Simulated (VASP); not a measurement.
Runs of VASP 6.6.1 on SiC. The structure is that of space group P6_3mc (No. 186), or close to it. The cells are those of the table. 

| cell | gap on the mesh (eV) | pressure (GPa) | largest force (eV/Å) |
| --- | --- | --- | --- |
| a = 3.167, b = 3.167, c = 5.048 Å, angles 90.0, 90.0, 120.0°, 4 atoms | (b) | -12.0 | 0.21 |
| a = 3.237, b = 3.237, c = 5.048 Å, angles 90.0, 90.0, 120.0°, 4 atoms | 2.63 | -18.6 | (c) |
| a = 3.121, b = 3.121, c = 5.048 Å, angles 90.0, 90.0, 120.0°, 4 atoms | 2.76 | (a) | (d) |
| a = 2.983, b = 2.983, c = 5.048 Å, angles 90.0, 90.0, 120.0°, 4 atoms | 2.43 | 15.9 | 0.35 |
| a = 3.029, b = 3.029, c = 5.048 Å, angles 90.0, 90.0, 120.0°, 4 atoms | 2.55 | 7.3 | 0.16 |

Alike in all rows: task single point; level r2SCAN; potentials or basis VASP PAW PBE potentials, release 64 (Si, C); no spin polarisation; k mesh 12 × 12 × 6; cutoff (eV) 520; smearing gaussian 0.05 eV.

Question: Estimate the missing entries.

Answer: (a) -6.5; (b) 2.84; (c) 0.30; (d) 0.12.

Caveats: the PAW data sets were made with another functional, which shifts forces and pressure a little.

A k mesh can miss the band edges.
